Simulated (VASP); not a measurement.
Here is a VASP 6.6.1 calculation.

File INCAR:

```
ALGO = Normal
EDIFF = 1E-6
ENCUT = 520
GGA = PE
ISIF = 2
ISMEAR = 0
LASPH = True
LCHARG = False
LREAL = False
LWAVE = False
NBANDS = 22
NELM = 60
PREC = Accurate
SIGMA = 0.1
```

KPOINTS

```
k-points
0
Gamma
  6 6 2
```

The input POSCAR:

```
Si5S
1.0
    2.5793641903      0.0000000000      0.0000000000
   -1.2896820952      2.2337949144      0.0000000000
    0.0000000000      0.0000000000     16.3402341561
Si S
5 1
Direct
    0.6666666667      0.3333333333      0.8171372244
    0.3333333333      0.6666666667      0.6600255027
    0.6666666667      0.3333333333      0.5000000000
    0.3333333333      0.6666666667      0.3399744973
    0.6666666667      0.3333333333      0.1828627756
    0.3333333333      0.6666666667      0.0000000000
```

Potentials or basis: VASP PAW PBE potentials, release 64 (Si, S).

Run with:

```sh
$ cat potpaw_PBE.64/Si/POTCAR potpaw_PBE.64/S/POTCAR > POTCAR
$ mpirun -np 1 vasp_std > vasp.out
```

(1) Estimate the largest force.

(2) Estimate the pressure.

(3) What does it give for the band gap on the k mesh?

Answers

(1) 0.008 eV/Å.

(2) 0.0 GPa.

(3) zero (bands 13 and 14 overlap by 6.94 eV).

Caveat: the k points lie up to 0.47 Å⁻¹ apart, too coarse for converged energies and pressures of a metal.
